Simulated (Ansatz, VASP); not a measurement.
Cu in VASP and in Ansatz

INCAR

```
ALGO     = Normal         # electronic algorithm
EDIFF    = 1E-6           # SCF threshold, eV
EDIFFG   = -0.005         # ionic threshold
ENCUT    = 600            # plane-wave cutoff, eV
GGA      = PE             # functional
IBRION   = 2              # ionic algorithm
ISIF     = 3              # what is computed and relaxed
ISMEAR   = -1             # smearing method
LASPH    = T              # aspherical terms in the spheres
LCHARG   = F              # write CHGCAR
LREAL    = F              # projectors in reciprocal space
LWAVE    = F              # write WAVECAR
NELM     = 100            # most SCF steps
NSW      = 60             # ionic steps
PREC     = Accurate       # precision mode
SIGMA    = 0.05           # smearing width, eV
```

The input KPOINTS:

```
k-points
0
Gamma
  20 20 20
```

POSCAR

```
Cu
1.0
   -1.4402436573      1.4402436573      1.4402436573
    1.4402436573     -1.4402436573      1.4402436573
    1.4402436573      1.4402436573     -1.4402436573
Cu
1
Direct
    0.0000000000      0.0000000000      0.0000000000
```

Input for Ansatz:

```yaml
crystal:
  lattice:
    - [-1.4402436573, 1.4402436573, 1.4402436573]
    - [1.4402436573, -1.4402436573, 1.4402436573]
    - [1.4402436573, 1.4402436573, -1.4402436573]
  atoms:
    - { symbol: Cu, position: [0.0, 0.0, 0.0] }
kpoints:
  mp_grid: { grid: [20, 20, 20] }
scf:
  occupations: { method: fermi_dirac, width: 0.05 }
hamiltonian:
  xc: pbe
  pseudopotentials: { kind: paw }
output:
  forces: true
  stress: true
relax:
  f_tol: 0.005
  max_steps: 40
  cell: {}
```

Alike in both runs: task relaxation of cell and atoms; functional PBE; k mesh 20 × 20 × 20; occupations fermi-dirac, width 0.05 eV; no spin polarisation.

|  | VASP | Ansatz |
| --- | --- | --- |
| version | VASP 6.6.1 | Ansatz 0.2.0 |
| potentials or method | VASP PAW PBE potentials, release 64 (Cu) | PAW with Ansatz's default frozen-core files, scalar-relativistic |
| plane-wave cutoff (eV) | 600 | 420 |
| valence electrons in the cell | 11 | 19 |

|  | VASP | Ansatz | Ansatz less VASP |
| --- | --- | --- | --- |
| relaxed volume (Å³/atom) | 12.06 | 12.00 | -0.054 |
| relaxed cell length with the largest relative difference (Å) | 2.502 | 2.498 | -0.0037 |

VASP's potentials hold 11 valence electrons a cell and Ansatz's 19, so a difference there can come from the potentials and not from the codes.
